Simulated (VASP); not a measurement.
PbF2:

```xyz
12
Lattice="6.4400 0.0000 0.0000 0.0000 3.8990 0.0000 0.0000 0.0000 7.6510" Properties=species:S:1:pos:R:3 pbc="T T T"
Pb    1.6464    0.9748    0.8032
Pb    1.5736    2.9242    4.6287
Pb    4.8664    0.9748    3.0223
Pb    4.7936    2.9242    6.8478
F     5.5331    0.9748    0.5167
F     4.1269    2.9242    4.3422
F     2.3131    0.9748    3.3088
F     0.9069    2.9242    7.1343
F     3.0587    0.9748    6.4575
F     0.1613    2.9242    2.6320
F     6.2787    0.9748    5.0190
F     3.3813    2.9242    1.1935
```

Base run:

```yaml
Program: VASP 6.6.1
Functional: r2SCAN
Potentials_or_basis: VASP PAW PBE potentials, release 64 (Pb_d, F)
Cutoff: 520 eV
k_mesh: 3 × 5 × 3
Occupations: fermi-dirac, width 0.02 eV
Spin: no spin polarisation
```

Its results: band gap on the k mesh 4.76 eV (least direct gap 5.02 eV); pressure -0.7 GPa; largest force 0.049 eV/Å.

**Question.** The run is repeated on the same cell with these changes: functional from r2SCAN to PBE; further incar settings from ALGO = Normal; EDIFF = 1e-08; NBANDS = 68 to ALGO = Normal; EDIFF = 1e-07; NBANDS = 68. What comes out?

**Answer.** Band gap on the k mesh 4.31 eV (least direct gap 4.56 eV); pressure 2.6 GPa; largest force 0.020 eV/Å.

Caveats: spin-orbit coupling is left out, which moves the levels of the heavy elements; an odd mesh through Γ misses points on the zone boundary, where band edges can lie; the PAW data sets were made with another functional, which shifts forces and pressure a little (at least some runs).
